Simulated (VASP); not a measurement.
Nb, 1 atom in the cell. It takes space group R-3m (No. 166, trigonal). The conventional cell has a = 3.158 Å, b = 3.158 Å, c = 6.574 Å, α = 90.00°, β = 90.00°, γ = 120.00°. Within 3.8 Å of Nb (site symmetry -3m) lie 12 Nb at 2.85 to 3.16 Å.  This cell differs from its parent crystal: ratio of the length along [111] to the lengths across it x 0.85, volume and fractional coordinates fixed.

* Program: VASP 6.6.1
* Task: single point
* Functional: PBEsol
* Potentials or basis: VASP PAW PBE potentials, release 64 (Nb_sv)
* Cutoff: 520 eV
* k mesh: 22 × 22 × 22
* Occupations: gaussian, width 0.15 eV
* Spin: no spin polarisation
* Dipole correction: no
* Further INCAR settings: ALGO = Fast; EDIFF = 1e-06; NBANDS = 12

Potentials or basis: VASP PAW PBE potentials, release 64 (Nb_sv).

Launch:

```console
$ cat potpaw_PBE.64/Nb_sv/POTCAR > POTCAR
$ mpirun -np 1 vasp_std > vasp.out
```

Hardware: 1 thread of Intel(R) Xeon(R) 6975P-C (Granite Rapids), with other jobs on the host.

**Question.** How long does it take, and how much memory?

**Answer.** It took 2.3 min on 1 thread of Intel(R) Xeon(R) 6975P-C (Granite Rapids), on a shared host, peak memory 0.33 GiB. Counts: scf iterations 22, k points 1024.
